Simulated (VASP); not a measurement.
# LiF (Fm-3m) in VASP: notebook

LiF is run at these levels: PBEsol; tasks: elastic constants.

Program: VASP 6.6.1. These are calculated values, not measurements. Logs are shortened: lines on timing, memory, paths and dates and some standing lists are left out, and cuts for length are marked.

## 1. The cell of the first run

It takes space group Fm-3m (No. 225, cubic). The conventional cell has a = 3.811 Å, b = 3.811 Å, c = 3.811 Å, α = 90.00°, β = 90.00°, γ = 90.00°. Within 2.5 Å of Li (site symmetry m-3m) lie 6 F at 1.91 Å. F (site symmetry m-3m) has 6 Li at 1.91 Å within 2.5 Å.

## 2. Elastic constants, PBEsol

File INCAR:

```
SYSTEM = LiF
ALGO     = Normal         ! electronic algorithm
EDIFF    = 1E-8           ! SCF threshold, eV
ENCUT    = 600            ! plane-wave cutoff, eV
GGA      = PS             ! functional
IBRION   = 6              ! ionic algorithm
ISIF     = 3              ! what is computed and relaxed
ISMEAR   = 0              ! smearing method
LASPH    = .TRUE.         ! aspherical terms in the spheres
LCHARG   = .FALSE.        ! write CHGCAR
LREAL    = .FALSE.        ! projectors in reciprocal space
LWAVE    = .FALSE.        ! write WAVECAR
NBANDS   = 12             ! bands
NELM     = 100            ! most SCF steps
NFREE    = 2            
NSW      = 1              ! ionic steps
POTIM    = 0.015          ! step
PREC     = Accurate       ! precision mode
SIGMA    = 0.01           ! smearing width, eV
```

File KPOINTS:

```
k-points
0
G
  10 10 10
  0 0 0
```

File POSCAR:

```
LiF
1.0
    0.0000000000      1.9053142250      1.9053142250
    1.9053142250      0.0000000000      1.9053142250
    1.9053142250      1.9053142250      0.0000000000
Li F
1 1
Direct
    0.0000000000      0.0000000000      0.0000000000
    0.5000000000      0.5000000000      0.5000000000
```

Potentials or basis: VASP PAW PBE potentials, release 64 (Li_sv, F).

Command:

```sh
> cat potpaw_PBE.64/Li_sv/POTCAR potpaw_PBE.64/F/POTCAR > POTCAR
> mpirun -np 1 vasp_std > vasp.out
```

OUTCAR:

```text
SYSTEM = LiF
   EDIFF = 1E-8
   ENCUT = 600
   GGA = PS
   IBRION = 6
   ISIF = 3
   ISMEAR = 0
   LASPH = .TRUE.
   LREAL = .FALSE.
   NELM = 100
   NFREE = 2
   NSW = 1
   POTIM = 0.015
   PREC = Accurate

 ion  position               nearest neighbor table
   1  0.000  0.000  0.000-   2 1.91   2 1.91   2 1.91   2 1.91   2 1.91   2 1.91
   2  0.500  0.500  0.500-   1 1.91   1 1.91   1 1.91   1 1.91   1 1.91   1 1.91

  LATTYP: Found a face centered cubic cell.
 ALAT       =     3.8106284500

  Lattice vectors:

 A1 = (   0.0000000000,   1.9053142250,   1.9053142250)
 A2 = (   1.9053142250,   0.0000000000,   1.9053142250)
 A3 = (   1.9053142250,   1.9053142250,   0.0000000000)

Analysis of symmetry for initial positions (statically):
=====================================================================
 Subroutine PRICEL returns:
 Original cell was already a primitive cell.

 Routine SETGRP: Setting up the symmetry group for a
 face centered cubic supercell.

 Subroutine GETGRP returns: Found 48 space group operations
 (whereof 48 operations were pure point group operations)
 out of a pool of 48 trial point group operations.

The static configuration has the point symmetry O_h .

Analysis of symmetry for dynamics (positions and initial velocities):
=====================================================================
 Subroutine PRICEL returns:
 Original cell was already a primitive cell.

 Routine SETGRP: Setting up the symmetry group for a
 face centered cubic supercell.

 Subroutine GETGRP returns: Found 48 space group operations
 (whereof 48 operations were pure point group operations)
 out of a pool of 48 trial point group operations.

The dynamic configuration has the point symmetry O_h .

 Subroutine INISYM returns: Found 48 space group operations
[... 695 lines left out ...]
      1     -39.7934      2.00000
      2     -19.6333      2.00000
      3      -2.9218      2.00000
      4      -1.1246      2.00000
      5      -0.9800      2.00000
      6      14.5549      0.00000
      7      17.5426      0.00000
      8      20.2346      0.00000
      9      21.8746      0.00000
     10      22.9724      0.00000
     11      37.7425      0.00000
     12      37.8584      0.00000

 [... further k-points ...]

------------------------ aborting loop because EDIFF is reached ----------------------------------------

  FORCE on cell =-STRESS in cart. coord.  units (eV):
  Direction    XX          YY          ZZ          XY          YZ          ZX
  --------------------------------------------------------------------------------------
  -------------------------------------------------------------------------------------
  Total        1.2826298      1.2764950      1.2764950      0.0000000      0.0000000      0.0000000
  in kB      148.5532260    147.8426983    147.8426983      0.0000000      0.0000000      0.0000000
  external PRESSURE =     148.0795409 kB  Pullay stress =       0.0000000 kB
[... 17 lines left out ...]
  FREE ENERGIE OF THE ION-ELECTRON SYSTEM (eV)
  ---------------------------------------------------
  free  energy   TOTEN  =        -9.7552692955 eV

  energy  without entropy=       -9.7552692955  energy(sigma->0) =       -9.75526930

 INTERNAL STRAIN TENSORS FROM STRAINED CELLS
 ============================================

 INTERNAL STRAIN TENSOR FOR ION    1 for displacements in x,y,z  (eV/Angst):
          X           Y           Z          XY          YZ          ZX
  --------------------------------------------------------------------------------
  x     0.00000     0.00000    -0.00000    -0.00000     0.00000     0.00000
  y     0.00000    -0.00000     0.00000     0.00000     0.00000     0.00000
  z    -0.00000     0.00000     0.00000     0.00000     0.00000    -0.00000

 INTERNAL STRAIN TENSORS FROM DISPLACED ATOMS
 ============================================

 INTERNAL STRAIN TENSOR FOR ION    1 for displacements in x,y,z  (eV/Angst):
          X           Y           Z          XY          YZ          ZX
  --------------------------------------------------------------------------------
  x     0.00000     0.00000     0.00000     0.00000     0.00000     0.00000
  y     0.00000     0.00000     0.00000     0.00000     0.00000     0.00000
  z     0.00000     0.00000     0.00000     0.00000     0.00000     0.00000

 INTERNAL STRAIN TENSOR FOR ION    2 for displacements in x,y,z  (eV/Angst):
          X           Y           Z          XY          YZ          ZX
  --------------------------------------------------------------------------------
  x     0.00000     0.00000     0.00000     0.00000     0.00000     0.00000
  y     0.00000     0.00000     0.00000     0.00000     0.00000     0.00000
  z     0.00000     0.00000     0.00000     0.00000     0.00000     0.00000

 Eigenvectors and eigenvalues of the dynamical matrix
 ----------------------------------------------------

   1 f  =   13.242400 THz    83.204452 2PiTHz  441.718910 cm-1    54.766140 meV
             X         Y         Z           dx          dy          dz
      0.000000  0.000000  0.000000     0.000000    0.855222    0.000000
      1.905314  1.905314  1.905314     0.000000   -0.518262    0.000000
[... 21 lines left out ...]
   6 f/i=    0.013986 THz     0.087878 2PiTHz    0.466530 cm-1     0.057842 meV
             X         Y         Z           dx          dy          dz
      0.000000  0.000000  0.000000     0.000000    0.000000   -0.518262
      1.905314  1.905314  1.905314     0.000000    0.000000   -0.855222

--------------------------------------------------------------------------------------------------------

 ELASTIC MODULI CONTR FROM IONIC RELAXATION (kBar)
 Direction    XX          YY          ZZ          XY          YZ          ZX
 --------------------------------------------------------------------------------
 XX           0.0000      0.0000      0.0000      0.0000      0.0000      0.0000
 YY           0.0000      0.0000      0.0000      0.0000      0.0000      0.0000
 ZZ           0.0000      0.0000      0.0000      0.0000      0.0000      0.0000
 XY           0.0000      0.0000      0.0000      0.0000      0.0000      0.0000
 YZ           0.0000      0.0000      0.0000      0.0000      0.0000      0.0000
 ZX           0.0000      0.0000      0.0000      0.0000      0.0000      0.0000
 --------------------------------------------------------------------------------

 TOTAL ELASTIC MODULI (kBar)
 Direction    XX          YY          ZZ          XY          YZ          ZX
 --------------------------------------------------------------------------------
 XX        2413.2491    536.2392    536.2392     -0.0000      0.0000      0.0000
 YY         536.2392   2413.2491    536.2392     -0.0000     -0.0000     -0.0000
 ZZ         536.2392    536.2392   2413.2491      0.0000      0.0000     -0.0000
 XY          -0.0000     -0.0000      0.0000    744.9994      0.0000      0.0000
 YZ           0.0000     -0.0000      0.0000      0.0000    744.9994     -0.0000
 ZX           0.0000     -0.0000     -0.0000      0.0000     -0.0000    744.9994
 --------------------------------------------------------------------------------
```

It took 3.6 min on 1 thread of Intel Xeon Platinum 8488C (Sapphire Rapids), shared host; peak memory 0.22 GiB.

What came out:

* Elastic constants C11, C12, C44: 241, 54, 74 GPa
* Voigt bulk modulus: 116 GPa
* Highest phonon frequency at Γ, LO-TO splitting left out: 442 cm⁻¹

Phonon frequencies in cm⁻¹ (negative: imaginary):
| q point | frequencies |
| --- | --- |
| (0.000, 0.000, 0.000) | 0 0 0 442 442 442 |

Elastic tensor in Voigt notation (GPa, in the Cartesian axes of the cell as first typed):
```
241  54  54   0   0   0
 54 241  54   0   0   0
 54  54 241   0   0   0
  0   0   0  74   0   0
  0   0   0   0  74   0
  0   0   0   0   0  74
```

Clamped-ion elastic tensor (GPa):
```
241  54  54   0   0   0
 54 241  54   0   0   0
 54  54 241   0   0   0
  0   0   0  74   0   0
  0   0   0   0  74   0
  0   0   0   0   0  74
```

Caveat: the cell is under stress, which shifts elastic constants; the cutoff is under 1.25 times the usual one of these potentials, so pressure, stress and relaxed cells hold a basis-set (Pulay) error; the PAW data sets were made with another functional, which shifts forces and pressure a little.

## 3. Elastic constants, PBEsol

This run uses another cell than the first one, of 7.21 Å³/atom.

File INCAR:

```
PREC     = Accurate       # precision mode
ENCUT    = 600            # plane-wave cutoff, eV
EDIFF    = 1E-8           # SCF threshold, eV
ISMEAR   = 0              # smearing method
SIGMA    = 0.01           # smearing width, eV
LREAL    = False          # projectors in reciprocal space
LASPH    = True           # aspherical terms in the spheres
NELM     = 100            # most SCF steps
ALGO     = Normal         # electronic algorithm
ISIF     = 3              # what is computed and relaxed
LWAVE    = False          # write WAVECAR
LCHARG   = False          # write CHGCAR
GGA      = PS             # functional
NBANDS   = 12             # bands
IBRION   = 6              # ionic algorithm
NFREE    = 2            
POTIM    = 0.015          # step
NSW      = 1              # ionic steps
```

File KPOINTS:

```
regular mesh
0
Gamma
  10 10 10
```

File POSCAR:

```
LiF
1.0
    0.0000000000      1.9317728368      1.9317728368
    1.9317728368      0.0000000000      1.9317728368
    1.9317728368      1.9317728368      0.0000000000
Li F
1 1
Direct
    0.0000000000      0.0000000000      0.0000000000
    0.5000000000      0.5000000000      0.5000000000
```

Potentials or basis: VASP PAW PBE potentials, release 64 (Li_sv, F).

Command:

```sh
> cat potpaw_PBE.64/Li_sv/POTCAR potpaw_PBE.64/F/POTCAR > POTCAR
> mpirun -np 1 vasp_std > vasp.out
```

OUTCAR:

```text
PREC = Accurate
   ENCUT = 600
   EDIFF = 1E-8
   ISMEAR = 0
   LREAL = False
   LASPH = True
   NELM = 100
   ISIF = 3
   GGA = PS
   IBRION = 6
   NFREE = 2
   POTIM = 0.015
   NSW = 1

 ion  position               nearest neighbor table
   1  0.000  0.000  0.000-   2 1.93   2 1.93   2 1.93   2 1.93   2 1.93   2 1.93
   2  0.500  0.500  0.500-   1 1.93   1 1.93   1 1.93   1 1.93   1 1.93   1 1.93

  LATTYP: Found a face centered cubic cell.
 ALAT       =     3.8635456736

  Lattice vectors:

 A1 = (   0.0000000000,   1.9317728368,   1.9317728368)
 A2 = (   1.9317728368,   0.0000000000,   1.9317728368)
 A3 = (   1.9317728368,   1.9317728368,   0.0000000000)

Analysis of symmetry for initial positions (statically):
=====================================================================
 Subroutine PRICEL returns:
 Original cell was already a primitive cell.

 Routine SETGRP: Setting up the symmetry group for a
 face centered cubic supercell.

 Subroutine GETGRP returns: Found 48 space group operations
 (whereof 48 operations were pure point group operations)
 out of a pool of 48 trial point group operations.

The static configuration has the point symmetry O_h .

Analysis of symmetry for dynamics (positions and initial velocities):
=====================================================================
 Subroutine PRICEL returns:
 Original cell was already a primitive cell.

 Routine SETGRP: Setting up the symmetry group for a
 face centered cubic supercell.

 Subroutine GETGRP returns: Found 48 space group operations
 (whereof 48 operations were pure point group operations)
 out of a pool of 48 trial point group operations.

The dynamic configuration has the point symmetry O_h .

 Subroutine INISYM returns: Found 48 space group operations
 (whereof 48 operations are pure point group operations),
 and found     1 'primitive' translations

----------------------------------------------------------------------------------------

                                     Primitive cell

  volume of cell :      14.4178

  direct lattice vectors                    reciprocal lattice vectors
     0.000000000  1.931772837  1.931772837    -0.258829605  0.258829605  0.258829605
     1.931772837  0.000000000  1.931772837     0.258829605 -0.258829605  0.258829605
     1.931772837  1.931772837  0.000000000     0.258829605  0.258829605 -0.258829605

  length of vectors
     2.731939345  2.731939345  2.731939345     0.448306026  0.448306026  0.448306026

  position of ions in fractional coordinates (direct lattice)
     0.000000000  0.000000000  0.000000000
     0.500000000  0.500000000  0.500000000

  ion indices of the primitive-cell ions
   primitive index   ion index
                 1           1
                 2           2

[... 306 lines left out ...]
  ---------------------------------------------------
  ext. energy  EPLUGINS =         0.00000000
  ---------------------------------------------------
  free energy    TOTEN  =        -9.80303803 eV

  energy without entropy =       -9.80303803  energy(sigma->0) =       -9.80303803

 E-fermi :  -0.2108     XC(G=0): -10.8435

 val. band max:       -0.2937629976   @ k =   0.0000   0.0000   0.0000
 cond. band min:       9.8130024413   @ k =   0.0000   0.0000   0.0000
 fundamental gap:     10.1067654390
 Fermi energy:        -0.2108390227

 k-point     1 :       0.0000    0.0000    0.0000
  band No.  band energies     occupation
      1     -40.2757      2.00000
      2     -20.5271      2.00000
      3      -0.2942      2.00000
      4      -0.2938      2.00000
      5      -0.2938      2.00000
      6       9.8130      0.00000
      7      24.9858      0.00000
      8      24.9858      0.00000
      9      25.0575      0.00000
     10      25.1570      0.00000
     11      25.2268      0.00000
     12      25.2268      0.00000
[... 331 lines left out ...]
 k-point    24 :       0.4000    0.3000    0.0000
  band No.  band energies     occupation
      1     -40.1640      2.00000
      2     -19.8505      2.00000
      3      -3.0725      2.00000
      4      -1.3596      2.00000
      5      -1.2231      2.00000
      6      13.8279      0.00000
      7      16.9948      0.00000
      8      19.4637      0.00000
      9      21.0997      0.00000
     10      22.1791      0.00000
     11      36.4494      0.00000
     12      36.7495      0.00000

 [... further k-points ...]

------------------------ aborting loop because EDIFF is reached ----------------------------------------

  FORCE on cell =-STRESS in cart. coord.  units (eV):
  Direction    XX          YY          ZZ          XY          YZ          ZX
  --------------------------------------------------------------------------------------
  -------------------------------------------------------------------------------------
  Total        0.8745243      0.8692378      0.8692378      0.0000000      0.0000000      0.0000000
  in kB       97.1816608     96.5941967     96.5941967      0.0000000      0.0000000      0.0000000
  external PRESSURE =      96.7900181 kB  Pullay stress =       0.0000000 kB
[... 17 lines left out ...]
  FREE ENERGIE OF THE ION-ELECTRON SYSTEM (eV)
  ---------------------------------------------------
  free  energy   TOTEN  =        -9.8030380347 eV

  energy  without entropy=       -9.8030380347  energy(sigma->0) =       -9.80303803

 INTERNAL STRAIN TENSORS FROM STRAINED CELLS
 ============================================

 INTERNAL STRAIN TENSOR FOR ION    1 for displacements in x,y,z  (eV/Angst):
          X           Y           Z          XY          YZ          ZX
  --------------------------------------------------------------------------------
  x     0.00000    -0.00000    -0.00000     0.00000     0.00000     0.00000
  y     0.00000    -0.00000     0.00000     0.00000    -0.00000    -0.00000
  z     0.00000     0.00000    -0.00000     0.00000     0.00000    -0.00000

 INTERNAL STRAIN TENSORS FROM DISPLACED ATOMS
 ============================================

 INTERNAL STRAIN TENSOR FOR ION    1 for displacements in x,y,z  (eV/Angst):
          X           Y           Z          XY          YZ          ZX
  --------------------------------------------------------------------------------
  x     0.00000     0.00000     0.00000     0.00000     0.00000     0.00000
  y     0.00000     0.00000     0.00000     0.00000     0.00000     0.00000
  z     0.00000     0.00000     0.00000     0.00000     0.00000     0.00000

 INTERNAL STRAIN TENSOR FOR ION    2 for displacements in x,y,z  (eV/Angst):
          X           Y           Z          XY          YZ          ZX
  --------------------------------------------------------------------------------
  x     0.00000     0.00000     0.00000     0.00000     0.00000     0.00000
  y     0.00000     0.00000     0.00000     0.00000     0.00000     0.00000
  z     0.00000     0.00000     0.00000     0.00000     0.00000     0.00000

 Eigenvectors and eigenvalues of the dynamical matrix
 ----------------------------------------------------

   1 f  =   12.156065 THz    76.378809 2PiTHz  405.482683 cm-1    50.273423 meV
             X         Y         Z           dx          dy          dz
      0.000000  0.000000  0.000000     0.000000    0.854749    0.000000
      1.931773  1.931773  1.931773    -0.000000   -0.519041    0.000000
[... 21 lines left out ...]
   6 f/i=    0.001769 THz     0.011114 2PiTHz    0.059001 cm-1     0.007315 meV
             X         Y         Z           dx          dy          dz
      0.000000  0.000000  0.000000    -0.433761    0.285052    0.000000
      1.931773  1.931773  1.931773    -0.714312    0.469420    0.000000

--------------------------------------------------------------------------------------------------------

 ELASTIC MODULI CONTR FROM IONIC RELAXATION (kBar)
 Direction    XX          YY          ZZ          XY          YZ          ZX
 --------------------------------------------------------------------------------
 XX           0.0000      0.0000      0.0000      0.0000      0.0000      0.0000
 YY           0.0000      0.0000      0.0000      0.0000      0.0000      0.0000
 ZZ           0.0000      0.0000      0.0000      0.0000      0.0000      0.0000
 XY           0.0000      0.0000      0.0000      0.0000      0.0000      0.0000
 YZ           0.0000      0.0000      0.0000      0.0000      0.0000      0.0000
 ZX           0.0000      0.0000      0.0000      0.0000      0.0000      0.0000
 --------------------------------------------------------------------------------

 TOTAL ELASTIC MODULI (kBar)
 Direction    XX          YY          ZZ          XY          YZ          ZX
 --------------------------------------------------------------------------------
 XX        2044.9390    506.8091    506.8091     -0.0000     -0.0000      0.0000
 YY         506.8091   2044.9390    506.8091     -0.0000     -0.0000     -0.0000
 ZZ         506.8091    506.8091   2044.9390      0.0000     -0.0000     -0.0000
 XY          -0.0000     -0.0000      0.0000    705.3035      0.0000      0.0000
 YZ          -0.0000     -0.0000     -0.0000      0.0000    705.3035      0.0000
 ZX           0.0000     -0.0000     -0.0000      0.0000      0.0000    705.3035
 --------------------------------------------------------------------------------
```

It took 4.4 min on 1 thread of Intel Xeon Platinum 8488C (Sapphire Rapids), shared host; peak memory 0.22 GiB.

Results:

```
Elastic constants C11, C12, C44                         : 204, 51, 71 GPa
Voigt bulk modulus                                      : 102 GPa
Highest phonon frequency at Γ, LO-TO splitting left out : 405 cm⁻¹
```

Phonon frequencies in cm⁻¹ (negative: imaginary):
| q point | frequencies |
| --- | --- |
| (0.000, 0.000, 0.000) | 0 0 0 405 405 405 |

Elastic tensor in Voigt notation (GPa, in the Cartesian axes of the cell as first typed):
```
204  51  51   0   0   0
 51 204  51   0   0   0
 51  51 204   0   0   0
  0   0   0  71   0   0
  0   0   0   0  71   0
  0   0   0   0   0  71
```

Clamped-ion elastic tensor (GPa):
```
204  51  51   0   0   0
 51 204  51   0   0   0
 51  51 204   0   0   0
  0   0   0  71   0   0
  0   0   0   0  71   0
  0   0   0   0   0  71
```

Caveat: the cell is under stress, which shifts elastic constants; the cutoff is under 1.25 times the usual one of these potentials, so pressure, stress and relaxed cells hold a basis-set (Pulay) error; the PAW data sets were made with another functional, which shifts forces and pressure a little.
